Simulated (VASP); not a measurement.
# OF3 (P4/mmm) in VASP: single point with PBE+D3(BJ)

Aim: the single point of OF3 with PBE+D3(BJ).

Everything below comes from runs of VASP 6.6.1. Logs are shortened: lines on timing, memory, paths and dates and some standing lists are left out, and cuts for length are marked.

## (1) The cell of the first run

The structure is tetragonal, space group P4/mmm (No. 123). The conventional cell has a = 2.816 Å, b = 2.816 Å, c = 5.438 Å, α = 90.00°, β = 90.00°, γ = 90.00°. Within 3.1 Å of O (site symmetry 4/mmm) lie 10 F at 2.37 to 2.72 Å and 4 O at 2.82 Å. Within 3.1 Å of F (site symmetry 4mm) lie 4 O at 2.37 Å and 10 F at 2.45 to 2.87 Å. Within 3.2 Å of F (site symmetry 4/mmm) lie 12 F at 2.45 to 2.82 Å and 2 O at 2.72 Å.

## (2) Single point, PBE+D3(BJ), collinear spin, ferromagnetic start

INCAR reads:

```
PREC = Accurate ; ENCUT = 520
EDIFF = 1E-7 ; ISMEAR = 0
SIGMA = 0.1 ; LREAL = F
LASPH = T ; NELM = 150
ALGO = Normal ; ISIF = 2
LWAVE = F ; LCHARG = T
ISPIN = 2 ; MAGMOM = 1 1 1 1
LORBIT = 11 ; GGA = PE
IVDW = 12 ; LELF = T
LVHAR = T ; NBANDS = 26
```

KPOINTS reads:

```
Automatic mesh
0
Gamma
  6 6 4
```

POSCAR reads:

```
OF3
1.0
    2.8158191600      0.0000000000      0.0000000000
    0.0000000000      2.8158191600      0.0000000000
    0.0000000000      0.0000000000      5.4377617300
O F
1 3
Direct
    0.0000000000      0.0000000000      0.0000000000
    0.5000000000      0.5000000000      0.2365449100
    0.5000000000      0.5000000000      0.7634550900
    0.0000000000      0.0000000000      0.5000000000
```

Potentials or basis: VASP PAW PBE potentials, release 64 (O, F).

Command:

```console
$ cat potpaw_PBE.64/O/POTCAR potpaw_PBE.64/F/POTCAR > POTCAR
$ mpirun -np 1 vasp_std > vasp.out
```

OUTCAR:

```text
PREC = Accurate
   ENCUT = 520
   EDIFF = 1E-7
   ISMEAR = 0
   LREAL = F
   LASPH = T
   NELM = 150
   ISIF = 2
   ISPIN = 2
   LORBIT = 11
   GGA = PE
   IVDW = 12
 IVDW          = 12

 ion  position               nearest neighbor table
   1  0.000  0.000  0.000-
   2  0.500  0.500  0.237-
   3  0.500  0.500  0.763-
   4  0.000  0.000  0.500-

  LATTYP: Found a simple tetragonal cell.
 ALAT       =     2.8158191600
 C/A-ratio  =     1.9311473575

  Lattice vectors:

 A1 = (   2.8158191600,   0.0000000000,   0.0000000000)
 A2 = (   0.0000000000,   2.8158191600,   0.0000000000)
 A3 = (   0.0000000000,   0.0000000000,   5.4377617300)

Analysis of symmetry for initial positions (statically):
=====================================================================
 Subroutine PRICEL returns:
 Original cell was already a primitive cell.

 Routine SETGRP: Setting up the symmetry group for a
 simple tetragonal supercell.

 Subroutine GETGRP returns: Found 16 space group operations
 (whereof 16 operations were pure point group operations)
 out of a pool of 16 trial point group operations.

The static configuration has the point symmetry D_4h.

Analysis of symmetry for dynamics (positions and initial velocities):
=====================================================================
 Subroutine PRICEL returns:
 Original cell was already a primitive cell.

 Routine SETGRP: Setting up the symmetry group for a
 simple tetragonal supercell.

 Subroutine GETGRP returns: Found 16 space group operations
 (whereof 16 operations were pure point group operations)
 out of a pool of 16 trial point group operations.

The dynamic configuration has the point symmetry D_4h.

Analysis of structural, dynamic, and magnetic symmetry:
=====================================================================
 Subroutine PRICEL returns:
 Original cell was already a primitive cell.

 Routine SETGRP: Setting up the symmetry group for a
 simple tetragonal supercell.

 Subroutine GETGRP returns: Found 16 space group operations
 (whereof 16 operations were pure point group operations)
 out of a pool of 16 trial point group operations.

The overall configuration has the point symmetry D_4h.

 Subroutine INISYM returns: Found 16 space group operations
 (whereof 16 operations are pure point group operations),
[... 123 lines left out ...]
  Thomas-Fermi vector in A             =   2.523560
   LORBIT       =     11    0 simple, 1 ext, 2 COOP (PROOUT), +10 PAW based schemes
   GGA     = PE    functional components
   LHFCALC =     F    Hartree Fock is set to
   AEXX    =    0.0000 exact exchange contribution
   IVDW    =    12    specifies the selected vdW correction
   LEPSILON=     F    determine dielectric tensor
   LRPA    =     F    only Hartree local field effects (RPA)
 spin polarized calculation
 Gauss-broadening in eV      SIGMA  =   0.10
  energy-cutoff  :      520.00
  volume of cell :       43.12
 maximum number of plane-waves:      1184
 NGX is ok and might be reduce to    24
   NGX = 11   NGY = 11   NGZ = 21

 number of electron      27.0000036 magnetization       4.9994258

 Free energy of the ion-electron system (eV)
  ---------------------------------------------------
  ext. energy  EPLUGINS =         0.00000000
  ---------------------------------------------------
  free energy    TOTEN  =        -6.45816503 eV

  energy without entropy =       -6.44032023  energy(sigma->0) =       -6.44924263

 E-fermi :  -2.7517     XC(G=0): -10.0102

 val. band max:       -2.7710332769   @ k =   0.1667   0.1667   0.0000
 cond. band min:      -2.7334715481   @ k =   0.5000   0.1667   0.2500
 fundamental gap:      0.0375617288
 Fermi energy:        -2.7516952018

 spin component 1

 k-point     1 :       0.0000    0.0000    0.0000
  band No.  band energies     occupation
      1     -25.0644      1.00000
      2     -24.0045      1.00000
      3     -23.7199      1.00000
      4     -20.8615      1.00000
      5      -6.3788      1.00000
      6      -6.1145      1.00000
[... 661 lines left out ...]
     24      20.2315      0.00000
     25      23.7360      0.00000

 [... further k-points ...]

 spin component 2

 k-point     1 :       0.0000    0.0000    0.0000
  band No.  band energies     occupation
      1     -23.4087      1.00000
      2     -22.3791      1.00000
      3     -21.8960      1.00000
      4     -17.0388      1.00000
      5      -4.2019      1.00000
      6      -4.1825      1.00000
[... 661 lines left out ...]
     24      21.1380      0.00000
     25      24.4253      0.00000

 [... further k-points ...]

 [bands above 25 left out]

------------------------ aborting loop because EDIFF is reached ----------------------------------------

 Edisp (eV)   -0.27189

 E8    (eV) :    -0.0615

  FORCE on cell =-STRESS in cart. coord.  units (eV):
  Direction    XX          YY          ZZ          XY          YZ          ZX
  --------------------------------------------------------------------------------------
  -------------------------------------------------------------------------------------
  Total      -0.06511    -0.06511    -0.31000     0.00000    -0.00000     0.00000
  in kB      -2.41963    -2.41963   -11.51987     0.00000    -0.00000     0.00000
  external pressure =       -5.45 kB  Pullay stress =        0.00 kB

 VOLUME and BASIS-vectors are now :
 -----------------------------------------------------------------------------
  energy-cutoff  :      520.00
  volume of cell :       43.12
      direct lattice vectors                 reciprocal lattice vectors
     2.815819160  0.000000000  0.000000000     0.355136443  0.000000000  0.000000000
     0.000000000  2.815819160  0.000000000     0.000000000  0.355136443  0.000000000
     0.000000000  0.000000000  5.437761730     0.000000000  0.000000000  0.183899194

 POSITION                                       TOTAL-FORCE (eV/Angst)
 -----------------------------------------------------------------------------------
      0.00000      0.00000      0.00000         0.000000      0.000000      0.000000
      1.40791      1.40791      1.28627        -0.000000     -0.000000     -0.115602
      1.40791      1.40791      4.15149         0.000000      0.000000      0.115602
      0.00000      0.00000      2.71888         0.000000      0.000000      0.000000
 -----------------------------------------------------------------------------------
    total drift:                                0.000000     -0.000000      0.000000

  FREE ENERGIE OF THE ION-ELECTRON SYSTEM (eV)
  ---------------------------------------------------
  free  energy   TOTEN  =        -6.7300564071 eV

  energy  without entropy=       -6.7122116001  energy(sigma->0) =       -6.72113400

 total charge

# of ion       s       p       d       tot
------------------------------------------
    1        1.653   2.809   0.000   4.462
    2        1.765   4.048   0.000   5.813
    3        1.765   4.048   0.000   5.813
    4        1.767   3.997   0.000   5.765
--------------------------------------------------
tot          6.951  14.902   0.000  21.852

 magnetization (x)

# of ion       s       p       d       tot
------------------------------------------
    1        0.017   1.878   0.000   1.895
    2        0.005   0.827   0.000   0.832
    3        0.005   0.827   0.000   0.832
    4        0.004   0.900   0.000   0.904
--------------------------------------------------
tot          0.031   4.432   0.000   4.463
```

OSZICAR:

```text
N       E                     dE             d eps       ncg     rms          rms(c)
DAV:   1     0.128985436369E+03    0.12899E+03   -0.15096E+04  3120   0.996E+02
DAV:   2    -0.209654318298E+01   -0.13108E+03   -0.12687E+03  3760   0.249E+02
[... 31 lines left out ...]
DAV:  34    -0.645817542212E+01    0.51876E-04   -0.10039E-04  3238   0.689E-02    0.722E-02
DAV:  35    -0.645816450002E+01    0.10922E-04   -0.51011E-05  3208   0.547E-02    0.272E-02
DAV:  36    -0.645816538056E+01   -0.88054E-06   -0.12445E-05  3330   0.297E-02    0.159E-02
DAV:  37    -0.645816484367E+01    0.53689E-06   -0.82644E-07  3468   0.721E-03    0.159E-02
DAV:  38    -0.645816506593E+01   -0.22225E-06   -0.49881E-07  3434   0.752E-03    0.835E-03
DAV:  39    -0.645816503332E+01    0.32609E-07   -0.26403E-07  3302   0.440E-03
   1 F= -.67300564E+01 E0= -.67211340E+01  d E =-.178448E-01  mag=     4.9997
```

stdout:

```text
POSCAR found type information on POSCAR O F
 POSCAR found :  2 types and       4 ions
 scaLAPACK will be used
 LDA part: xc-table for (Slater+PW92), standard interpolation
 POSCAR, INCAR and KPOINTS ok, starting setup
 FFT: planning ... GRIDC
 FFT: planning ... GRID_SOFT
 FFT: planning ... GRID
 WAVECAR not read
 entering main loop
```

Wall time 82 s (1 thread of Intel Xeon Platinum 8488C (Sapphire Rapids), shared host); peak memory 0.2 GiB.

What came out:

```
Free energy                                           : -6.7301 eV
Pressure                                              : -0.5 GPa
Largest force                                         : 0.116 eV/Å
Band gap on the k mesh                                : zero (filled and empty bands overlap)
Net moment                                            : 5.00 μB per cell
Site moments                                          : O +1.90; F +0.83, +0.90 μB
Valence electrons inside the program's atomic spheres : O 4.46; F 5.81, 5.76
Dispersion energy per atom                            : -0.068 eV
```

Forces on the atoms (eV/Å):
```
O    0.000  0.000  0.000
F    0.000  0.000 -0.116
F    0.000  0.000  0.116
F    0.000  0.000  0.000
```

Levels at points of the mesh, in eV from the Fermi level:
Spin up:
| k point | band 14 | band 15 | band 16 | band 17 | band 18 | band 19 |
| --- | --- | --- | --- | --- | --- | --- |
| (0.00, 0.00, 0.00) | -0.95 | -0.82 | -0.82 | 12.48 | 17.17 | 17.31 |
| (0.50, 0.00, 0.00) | -1.62 | -1.14 | -1.00 | 16.88 | 16.92 | 18.01 |
| (0.50, 0.50, 0.00) | -1.70 | -0.87 | -0.87 | 18.34 | 18.65 | 20.49 |
| (0.00, 0.00, 0.50) | -1.19 | -1.06 | -1.06 | 13.73 | 14.46 | 18.75 |
| (0.50, 0.00, 0.50) | -1.42 | -1.32 | -1.27 | 17.21 | 17.47 | 17.78 |
| (0.50, 0.50, 0.50) | -1.57 | -1.33 | -1.33 | 19.78 | 19.96 | 20.19 |
Spin down:
```
           k point  band 8  band 9  band 10  band 11  band 12  band 13  band 14  band 15
(0.00, 0.00, 0.00)   -1.29   -0.49    -0.20    -0.20     0.21     0.21     1.82     2.18
(0.50, 0.00, 0.00)   -1.02   -0.27    -0.11    -0.06     0.03     0.23     1.59     1.68
(0.50, 0.50, 0.00)   -1.28   -1.28    -1.01    -0.82    -0.82     0.16     1.39     1.78
(0.00, 0.00, 0.50)   -0.96   -0.84    -0.84    -0.07     0.55     0.55     1.05     2.15
(0.50, 0.00, 0.50)   -2.27   -0.21    -0.12    -0.11     0.34     0.56     1.42     1.67
(0.50, 0.50, 0.50)   -2.53   -0.91    -0.69    -0.39     0.11     0.11     0.98     1.57
```

Caveat: the k points lie up to 0.37 Å⁻¹ apart; pairwise dispersion overbinds metals, which lowers pressure and volume.
